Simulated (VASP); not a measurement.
The system is InBiO.

```
CELL_PARAMETERS angstrom
4.62667 0.00000 0.00000
-2.31333 4.00681 0.00000
0.00000 0.00000 7.57203
ATOMIC_POSITIONS crystal
In 0.66667 0.33333 0.25000
In 0.33333 0.66667 0.75000
Bi 0.00000 0.00000 0.00000
Bi 0.00000 0.00000 0.50000
O 0.66667 0.33333 0.75000
O 0.33333 0.66667 0.25000
```

```yaml
Program: VASP 6.6.1
Task: relaxation of cell and atoms
Functional: PBE
Potentials_or_basis: VASP PAW PBE potentials, release 64 (In_d, Bi_d, O)
Cutoff: 600 eV
k_mesh: 6 × 6 × 2
Occupations: gaussian, width 0.1 eV
Spin: no spin polarisation
```

At the start: pressure -6.0 GPa; volume 23.40 Å³/atom.

**Question.** Where does the relaxation end?

**Answer.** Over 13 steps the energy falls by 565.8 meV/atom and the volume is 21.37 Å³/atom (-8.6 %); space group P6_3/mmc (No. 194, to 0.05 Å).

Step by step:
| step | energy change (eV) | largest force (eV/Å) | pressure (GPa) | volume (Å³) |
| --- | --- | --- | --- | --- |
| 1 | 0.0000 | 0.0000 | -6.03 | 140.37 |
| 2 | -0.6179 | 0.0000 | 0.51 | 123.11 |
| 3 | -0.6496 | 0.0000 | 2.78 | 119.49 |
| 4 | -1.2079 | 0.0000 | 4.71 | 116.95 |
| 5 | -1.8533 | 0.0000 | 21.47 | 105.38 |
| 6 | -1.9634 | 0.0000 | 21.17 | 105.86 |
| 7 | -2.2123 | 0.0000 | 20.68 | 107.18 |
| 8 | -2.1982 | 0.0000 | 21.49 | 109.20 |
| 9 | -2.2987 | 0.0000 | 20.83 | 108.48 |
| 10 | -2.5477 | 0.0000 | 17.72 | 110.55 |
| 11 | -3.0856 | 0.0000 | 9.69 | 116.91 |
| 12 | -3.3834 | 0.0000 | -1.56 | 130.35 |
| 13 | -3.3950 | 0.0000 | -0.19 | 128.25 |

Final structure:
```yaml
crystal:
  lattice:
    - [3.68695, 0.00000, 0.00000]
    - [-1.84348, 3.19299, 0.00000]
    - [0.00000, 0.00000, 10.89403]
  atoms:
    - { symbol: In, position: [0.66667, 0.33333, 0.25000] }
    - { symbol: In, position: [0.33333, 0.66667, 0.75000] }
    - { symbol: Bi, position: [0.00000, 0.00000, 0.00000] }
    - { symbol: Bi, position: [0.00000, 0.00000, 0.50000] }
    - { symbol: O, position: [0.66667, 0.33333, 0.75000] }
    - { symbol: O, position: [0.33333, 0.66667, 0.25000] }
```

Caveat: the k points lie up to 0.33 Å⁻¹ apart in the final cell.
